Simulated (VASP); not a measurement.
# Zn4Se3S (P-43m) in VASP: notebook

The runs below take Zn4Se3S through single point, relaxation of cell and atoms, with PBE.

Everything below comes from runs of VASP 6.6.1. Logs are shortened: lines on timing, memory, paths and dates and some standing lists are left out, and cuts for length are marked.

## (1) The cell of the first run

Symmetry: P-43m, No. 215, cubic system. The conventional cell has a = 5.659 Å, b = 5.659 Å, c = 5.659 Å, α = 90.00°, β = 90.00°, γ = 90.00°. Within 3.2 Å of Zn (site symmetry 3m) lie 1 S at 2.39 Å and 3 Se at 2.47 Å. Se (site symmetry -42m) has 4 Zn at 2.47 Å within 3.3 Å. Within 3.2 Å of S (site symmetry -43m) lie 4 Zn at 2.39 Å.

## (2) Single point, PBE

Contents of INCAR:

```
SYSTEM = Zn4Se3S
PREC     = Accurate       ! precision mode
ENCUT    = 520            ! plane-wave cutoff, eV
EDIFF    = 1E-7           ! SCF threshold, eV
ISMEAR   = 0              ! smearing method
SIGMA    = 0.02           ! smearing width, eV
LREAL    = .False.        ! projectors in reciprocal space
LASPH    = .True.         ! aspherical terms in the spheres
NELM     = 100            ! most SCF steps
ALGO     = Normal         ! electronic algorithm
ISIF     = 2              ! what is computed and relaxed
LWAVE    = .False.        ! write WAVECAR
LCHARG   = .False.        ! write CHGCAR
GGA      = PE             ! functional
NBANDS   = 46             ! bands
```

Contents of KPOINTS:

```
regular mesh
0
Gamma
  6 6 6
  0 0 0
```

Contents of POSCAR:

```
Zn4Se3S
1.0
    5.6590480156      0.0000000000      0.0000000000
    0.0000000000      5.6590480156      0.0000000000
    0.0000000000      0.0000000000      5.6590480156
Zn Se S
4 3 1
Direct
    0.7565562133      0.7565562133      0.7565562133
    0.7565562133      0.2434437867      0.2434437867
    0.2434437867      0.7565562133      0.2434437867
    0.2434437867      0.2434437867      0.7565562133
    0.5000000000      0.5000000000      0.0000000000
    0.5000000000      0.0000000000      0.5000000000
    0.0000000000      0.5000000000      0.5000000000
    0.0000000000      0.0000000000      0.0000000000
```

Potentials or basis: VASP PAW PBE potentials, release 64 (Zn, Se, S).

Run with:

```sh
cat potpaw_PBE.64/Zn/POTCAR potpaw_PBE.64/Se/POTCAR potpaw_PBE.64/S/POTCAR > POTCAR
mpirun -np 1 vasp_std > vasp.out
```

OUTCAR:

```text
SYSTEM = Zn4Se3S
   PREC = Accurate
   ENCUT = 520
   EDIFF = 1E-7
   ISMEAR = 0
   LREAL = .False.
   LASPH = .True.
   NELM = 100
   ISIF = 2
   GGA = PE

 ion  position               nearest neighbor table
   1  0.757  0.757  0.757-   8 2.39   6 2.47   7 2.47   5 2.47
   2  0.757  0.243  0.243-   8 2.39   6 2.47   7 2.47   5 2.47
   3  0.243  0.757  0.243-   8 2.39   6 2.47   7 2.47   5 2.47
   4  0.243  0.243  0.757-   8 2.39   6 2.47   7 2.47   5 2.47
   5  0.500  0.500  0.000-   1 2.47   2 2.47   3 2.47   4 2.47
   6  0.500  0.000  0.500-   1 2.47   2 2.47   3 2.47   4 2.47
   7  0.000  0.500  0.500-   1 2.47   2 2.47   3 2.47   4 2.47
   8  0.000  0.000  0.000-   1 2.39   2 2.39   3 2.39   4 2.39

  LATTYP: Found a simple cubic cell.
 ALAT       =     5.6590480156

  Lattice vectors:

 A1 = (   5.6590480156,   0.0000000000,   0.0000000000)
 A2 = (   0.0000000000,   5.6590480156,   0.0000000000)
 A3 = (   0.0000000000,   0.0000000000,   5.6590480156)

Analysis of symmetry for initial positions (statically):
=====================================================================
 Subroutine PRICEL returns:
 Original cell was already a primitive cell.

 Routine SETGRP: Setting up the symmetry group for a
 simple cubic supercell.

 Subroutine GETGRP returns: Found 24 space group operations
 (whereof 24 operations were pure point group operations)
 out of a pool of 48 trial point group operations.

The static configuration has the point symmetry T_d .

Analysis of symmetry for dynamics (positions and initial velocities):
=====================================================================
 Subroutine PRICEL returns:
 Original cell was already a primitive cell.

 Routine SETGRP: Setting up the symmetry group for a
 simple cubic supercell.

 Subroutine GETGRP returns: Found 24 space group operations
 (whereof 24 operations were pure point group operations)
 out of a pool of 48 trial point group operations.

The dynamic configuration has the point symmetry T_d .

 Subroutine INISYM returns: Found 24 space group operations
 (whereof 24 operations are pure point group operations),
 and found     1 'primitive' translations

----------------------------------------------------------------------------------------

                                     Primitive cell

  volume of cell :     181.2300

  direct lattice vectors                    reciprocal lattice vectors
     5.659048016  0.000000000  0.000000000     0.176708167  0.000000000  0.000000000
     0.000000000  5.659048016  0.000000000     0.000000000  0.176708167  0.000000000
     0.000000000  0.000000000  5.659048016     0.000000000  0.000000000  0.176708167

  length of vectors
     5.659048016  5.659048016  5.659048016     0.176708167  0.176708167  0.176708167

  position of ions in fractional coordinates (direct lattice)
     0.756556213  0.756556213  0.756556213
     0.756556213  0.243443787  0.243443787
     0.243443787  0.756556213  0.243443787
     0.243443787  0.243443787  0.756556213
     0.500000000  0.500000000  0.000000000
     0.500000000  0.000000000  0.500000000
     0.000000000  0.500000000  0.500000000
     0.000000000  0.000000000  0.000000000

  ion indices of the primitive-cell ions
   primitive index   ion index
                 1           1
                 2           2
                 3           3
                 4           4
                 5           5
                 6           6
                 7           7
                 8           8

----------------------------------------------------------------------------------------

 KPOINTS: regular mesh

Automatic generation of k-mesh.
 Grid dimensions read from file:
 generate k-points for:    6    6    6

 Generating k-lattice:

  Cartesian coordinates                     Fractional coordinates (reciprocal lattice)
     0.029451361  0.000000000  0.000000000     0.166666667  0.000000000  0.000000000
     0.000000000  0.029451361  0.000000000     0.000000000  0.166666667  0.000000000
     0.000000000  0.000000000  0.029451361     0.000000000  0.000000000  0.166666667

  Length of vectors
     0.029451361  0.029451361  0.029451361

  Shift w.r.t. Gamma in fractional coordinates (k-lattice)
     0.000000000  0.000000000  0.000000000

 Subroutine IBZKPT returns following result:
 ===========================================

 Found     20 irreducible k-points:

 Following reciprocal coordinates:
            Coordinates               Weight
  0.000000  0.000000  0.000000      1.000000
  0.166667  0.000000  0.000000      6.000000
  0.333333  0.000000  0.000000      6.000000
  0.500000  0.000000  0.000000      3.000000
  0.166667  0.166667  0.000000     12.000000
  0.333333  0.166667  0.000000     24.000000
[... 12 lines left out ...]
  0.500000  0.500000  0.333333      6.000000
  0.500000  0.500000  0.500000      1.000000
   k-points           NKPTS =     20   k-points in BZ     NKDIM =     20   number of bands    NBANDS=     46
   number of dos      NEDOS =    301   number of ions     NIONS =      8
   total plane-waves  NPLWV =  74088
   dimension x,y,z NGX =    42 NGY =   42 NGZ =   42
   dimension x,y,z NGXF=    84 NGYF=   84 NGZF=   84
   ions per type =               4   3   1
   NGX,Y,Z   is equivalent  to a cutoff of  12.34, 12.34, 12.34 a.u.
   NGXF,Y,Z  is equivalent  to a cutoff of  24.68, 24.68, 24.68 a.u.
 SYSTEM =  Zn4Se3S
   PREC   = accura    normal or accurate (medium, high low for compatibility)
   ISTART =      0    job   : 0-new  1-cont  2-samecut
   ICHARG =      2    charge: 1-file 2-atom 10-const
   ISPIN  =      1    spin polarized calculation?
   LNONCOLLINEAR =      F non collinear calculations
   LSORBIT =      F    spin-orbit coupling
   LASPH  =      T    aspherical Exc in radial PAW
   ENCUT  =  520.0 eV  38.22 Ry    6.18 a.u.  10.52 10.52 10.52*2*pi/ulx,y,z
   NELM   =    100;   NELMIN=  2; NELMDL= -5     # of ELM steps
   EDIFF  = 0.1E-06   stopping-criterion for ELM
   LREAL  =      F    real-space projection
   EDIFFG = 0.1E-05   stopping-criterion for IOM
   NSW    =      0    number of steps for IOM
   IBRION =     -1    ionic relax: 0-MD 1-quasi-New 2-CG
   NFREE  =      0    steps in history (QN), initial steepest desc. (CG)
   ISIF   =      2    stress and relaxation
   ISYM   =      2    0-nonsym 1-usesym 2-fastsym
   POTIM  = 0.5000    time-step for ionic-motion
   TEBEG  =    0.0;   TEEND  =   0.0 temperature during run
   PSTRESS=    0.0 pullay stress
   NELECT =      72.0000    total number of electrons
   NUPDOWN=      -1.0000    fix difference up-down
   EMIN   =  10.00;   EMAX   =-10.00  energy-range for DOS
   EFERMI =   0.00;   METHOD = LEGACY
   ISMEAR =     0;   SIGMA  =   0.02  broadening in eV -4-tet -1-fermi 0-gaus
   EFERMI_NEDOS =   21; number of points for ismear=-14 and -15
   IALGO  =     38    algorithm
   IMIX   =      4    mixing-type and parameters
     AMIX     =   0.40;   BMIX     =  1.00
     AMIX_MAG =   1.60;   BMIX_MAG =  1.00
  volume/ion in A,a.u.               =      22.65       152.88
  Fermi-wavevector in a.u.,A,eV,Ry     =   1.203489  2.274265 19.706499  1.448387
  Thomas-Fermi vector in A             =   2.339241
   LORBIT       =      0    0 simple, 1 ext, 2 COOP (PROOUT), +10 PAW based schemes
   GGA     = PE    functional components
   LHFCALC =     F    Hartree Fock is set to
   AEXX    =    0.0000 exact exchange contribution
   IVDW    =     0    specifies the selected vdW correction
   LEPSILON=     F    determine dielectric tensor
   LRPA    =     F    only Hartree local field effects (RPA)
 non-spin polarized calculation
 Gauss-broadening in eV      SIGMA  =   0.02
  energy-cutoff  :      520.00
  volume of cell :      181.23
 maximum number of plane-waves:      4945
   NGX = 21   NGY = 21   NGZ = 21

 number of electron      71.9999901 magnetization

 Free energy of the ion-electron system (eV)
  ---------------------------------------------------
  ext. energy  EPLUGINS =         0.00000000
  ---------------------------------------------------
  free energy    TOTEN  =       -24.89229848 eV

  energy without entropy =      -24.89229848  energy(sigma->0) =      -24.89229848

 E-fermi :   1.6301     XC(G=0):  -9.2593

 val. band max:        1.4870679974   @ k =   0.0000   0.0000   0.0000
 cond. band min:       2.8053588552   @ k =   0.0000   0.0000   0.0000
 fundamental gap:      1.3182908578
 Fermi energy:         1.6300590789

 k-point     1 :       0.0000    0.0000    0.0000
  band No.  band energies     occupation
      1     -11.5668      2.00000
      2     -10.5712      2.00000
      3     -10.5174      2.00000
      4     -10.5174      2.00000
      5      -4.9346      2.00000
      6      -4.9346      2.00000
[... 38 lines left out ...]
     45       7.4359      0.00000
     46       7.4359      0.00000

 k-point     2 :       0.1667    0.0000    0.0000
  band No.  band energies     occupation
      1     -11.5073      2.00000
      2     -10.6243      2.00000
      3     -10.5442      2.00000
      4     -10.5162      2.00000
      5      -4.9384      2.00000
      6      -4.9194      2.00000
[... 38 lines left out ...]
     45       7.7283      0.00000
     46       7.7283      0.00000

 k-point     3 :       0.3333    0.0000    0.0000
  band No.  band energies     occupation
      1     -11.3390      2.00000
      2     -10.8285      2.00000
      3     -10.5484      2.00000
      4     -10.5137      2.00000
      5      -4.9461      2.00000
      6      -4.9068      2.00000
[... 38 lines left out ...]
     45       8.4968      0.00000
     46       8.4968      0.00000

 k-point     4 :       0.5000    0.0000    0.0000
  band No.  band energies     occupation
      1     -11.1011      2.00000
      2     -11.0865      2.00000
      3     -10.5480      2.00000
      4     -10.5124      2.00000
      5      -4.9498      2.00000
      6      -4.9187      2.00000
[... 724 lines left out ...]
     45       8.2884      0.00000
     46       8.4123      0.00000

 k-point    19 :       0.5000    0.5000    0.3333
  band No.  band energies     occupation
      1     -10.8370      2.00000
      2     -10.7886      2.00000
      3     -10.7886      2.00000
      4     -10.7882      2.00000
      5      -4.8609      2.00000
      6      -4.8573      2.00000
[... 38 lines left out ...]
     45       7.9642      0.00000
     46       8.2155      0.00000

 k-point    20 :       0.5000    0.5000    0.5000
  band No.  band energies     occupation
      1     -10.8326      2.00000
      2     -10.7836      2.00000
      3     -10.7836      2.00000
      4     -10.7836      2.00000
      5      -4.8626      2.00000
      6      -4.8626      2.00000
[... 38 lines left out ...]
     45       8.0372      0.00000
     46       8.0793      0.00000

------------------------ aborting loop because EDIFF is reached ----------------------------------------

  FORCE on cell =-STRESS in cart. coord.  units (eV):
  Direction    XX          YY          ZZ          XY          YZ          ZX
  --------------------------------------------------------------------------------------
  -------------------------------------------------------------------------------------
  Total        0.2596937      0.2596937      0.2596937     -0.0000000     -0.0000000      0.0000000
  in kB        2.2958415      2.2958415      2.2958415     -0.0000000     -0.0000000      0.0000000
  external PRESSURE =       2.2958415 kB  Pullay stress =       0.0000000 kB

 VOLUME and BASIS-vectors are now :
 -----------------------------------------------------------------------------
  energy-cutoff  :      520.00
  volume of cell :      181.23
      direct lattice vectors                 reciprocal lattice vectors
     5.659048016  0.000000000  0.000000000     0.176708167  0.000000000  0.000000000
     0.000000000  5.659048016  0.000000000     0.000000000  0.176708167  0.000000000
     0.000000000  0.000000000  5.659048016     0.000000000  0.000000000  0.176708167

 POSITION                                       TOTAL-FORCE (eV/Angst)
 -----------------------------------------------------------------------------------
      4.28139      4.28139      4.28139         0.005247      0.005247      0.005247
      4.28139      1.37766      1.37766         0.005247     -0.005247     -0.005247
      1.37766      4.28139      1.37766        -0.005247      0.005247     -0.005247
      1.37766      1.37766      4.28139        -0.005247     -0.005247      0.005247
      2.82952      2.82952      0.00000         0.000000      0.000000     -0.000000
      2.82952      0.00000      2.82952         0.000000      0.000000     -0.000000
      0.00000      2.82952      2.82952         0.000000      0.000000     -0.000000
      0.00000      0.00000      0.00000         0.000000      0.000000     -0.000000
 -----------------------------------------------------------------------------------
    total drift:                               -0.000000     -0.000000      0.000000

  FREE ENERGIE OF THE ION-ELECTRON SYSTEM (eV)
  ---------------------------------------------------
  free  energy   TOTEN  =       -24.8922984794 eV

  energy  without entropy=      -24.8922984794  energy(sigma->0) =      -24.89229848
```

It took 2 min on 1 thread of Intel Xeon 6975P-C (Granite Rapids), shared host; peak memory 0.34 GiB.

What came out:

| Item | Value |
| --- | --- |
| Free energy | -24.8923 eV |
| Pressure | 0.2 GPa |
| Largest force | 0.009 eV/Å |
| Band gap on the k mesh | 1.32 eV |

Forces in eV/Å, atoms in the order of the input:
```
Zn   0.005  0.005  0.005
Zn   0.005 -0.005 -0.005
Zn  -0.005  0.005 -0.005
Zn  -0.005 -0.005  0.005
Se   0.000  0.000  0.000
Se   0.000  0.000  0.000
Se   0.000  0.000  0.000
S    0.000  0.000  0.000
```

Levels at points of the mesh, in eV from the valence-band top:
| k point | band 33 | band 34 | band 35 | band 36 | band 37 | band 38 | band 39 | band 40 |
| --- | --- | --- | --- | --- | --- | --- | --- | --- |
| (0.00, 0.00, 0.00) | -2.00 | 0.00 | 0.00 | 0.00 | 1.32 | 3.02 | 3.02 | 3.37 |
| (0.50, 0.00, 0.00) | -1.36 | -1.36 | -1.03 | -1.03 | 3.82 | 4.00 | 4.14 | 4.16 |
| (0.50, 0.50, 0.00) | -1.06 | -1.06 | -0.77 | -0.64 | 4.07 | 4.10 | 4.30 | 4.30 |
| (0.50, 0.50, 0.50) | -0.72 | -0.72 | -0.61 | -0.61 | 2.47 | 2.70 | 2.70 | 2.70 |

## (3) Relaxation of cell and atoms, PBE

This run uses another cell than the first one, of 22.60 Å³/atom.

Contents of INCAR:

```
ALGO     = Normal         # electronic algorithm
EDIFF    = 1E-6           # SCF threshold, eV
EDIFFG   = -0.01          # ionic threshold
ENCUT    = 600            # plane-wave cutoff, eV
GGA      = PE             # functional
IBRION   = 2              # ionic algorithm
ISIF     = 3              # what is computed and relaxed
ISMEAR   = 0              # smearing method
LASPH    = True           # aspherical terms in the spheres
LCHARG   = False          # write CHGCAR
LREAL    = False          # projectors in reciprocal space
LWAVE    = False          # write WAVECAR
NELM     = 100            # most SCF steps
NSW      = 100            # ionic steps
PREC     = Accurate       # precision mode
SIGMA    = 0.02           # smearing width, eV
```

Contents of KPOINTS:

```
k-points
0
Gamma
  6 6 6
```

Contents of POSCAR:

```
Zn4Se3S
1.0
    5.6542556656      0.0000000000      0.0000000000
    0.0000000000      5.6542556656      0.0000000000
    0.0000000000      0.0000000000      5.6542556656
Zn Se S
4 3 1
Direct
    0.7563524592      0.7563524592      0.7563524592
    0.7563524592      0.2436475408      0.2436475408
    0.2436475408      0.7563524592      0.2436475408
    0.2436475408      0.2436475408      0.7563524592
    0.5000000000      0.5000000000      0.0000000000
    0.5000000000      0.0000000000      0.5000000000
    0.0000000000      0.5000000000      0.5000000000
    0.0000000000      0.0000000000      0.0000000000
```

Potentials or basis: VASP PAW PBE potentials, release 64 (Zn, Se, S).

Run with:

```sh
cat potpaw_PBE.64/Zn/POTCAR potpaw_PBE.64/Se/POTCAR potpaw_PBE.64/S/POTCAR > POTCAR
mpirun -np 1 vasp_std > vasp.out
```

It took 4 min on 1 thread of Intel Xeon 6975P-C (Granite Rapids), shared host; peak memory 0.44 GiB.

Results (log left out):

| Property | Result |
| --- | --- |
| Free energy | -24.8921 eV |
| Relaxed volume | 22.73 Å³/atom |
| Relaxed cell | a = 5.666 Å, b = 5.666 Å, c = 5.666 Å, α = 90.00°, β = 90.00°, γ = 90.00° |
| Space group after relaxing (to 0.1 Å) | P-43m (No. 215) |
| Energy gained by relaxing | 0.2 meV/atom |
| Ionic steps | 4 |
| Pressure after relaxing | 0.0 GPa |
| Largest force after relaxing | 0.009 eV/Å |
| Band gap on the k mesh | 1.30 eV |

Forces in eV/Å, atoms in the order of the input:
```
Zn   0.005  0.005  0.005
Zn   0.005 -0.005 -0.005
Zn  -0.005  0.005 -0.005
Zn  -0.005 -0.005  0.005
Se   0.000  0.000  0.000
Se   0.000  0.000  0.000
Se   0.000  0.000  0.000
S    0.000  0.000  0.000
```

Step by step:
```tsv
step	energy change (eV)	largest force (eV/Å)	pressure (GPa)	volume (Å³)
1	0.0000	0.0290	0.36	180.77
2	-0.0013	0.0133	-0.10	182.11
3	-0.0014	0.0159	-0.01	181.89
4	-0.0014	0.0093	0.02	181.87
```

Final structure:
```
Zn Se S
1.0
     5.66575    0.00000    0.00000
     0.00000    5.66575    0.00000
     0.00000    0.00000    5.66575
Zn Se S
4 3 1
Direct
  0.75655 0.75655 0.75655
  0.75655 0.24345 0.24345
  0.24345 0.75655 0.24345
  0.24345 0.24345 0.75655
  0.50000 0.50000 0.00000
  0.50000 0.00000 0.50000
  0.00000 0.50000 0.50000
  0.00000 0.00000 0.00000
```

Levels at points of the mesh, in eV from the valence-band top:
```
           k point  band 33  band 34  band 35  band 36  band 37  band 38  band 39  band 40
(0.00, 0.00, 0.00)    -1.99     0.00     0.00     0.00     1.30     3.02     3.02     3.38
(0.50, 0.00, 0.00)    -1.35    -1.35    -1.03    -1.03     3.81     3.99     4.14     4.16
(0.50, 0.50, 0.00)    -1.05    -1.05    -0.77    -0.64     4.06     4.09     4.29     4.29
(0.50, 0.50, 0.50)    -0.72    -0.72    -0.60    -0.60     2.46     2.70     2.70     2.70
```
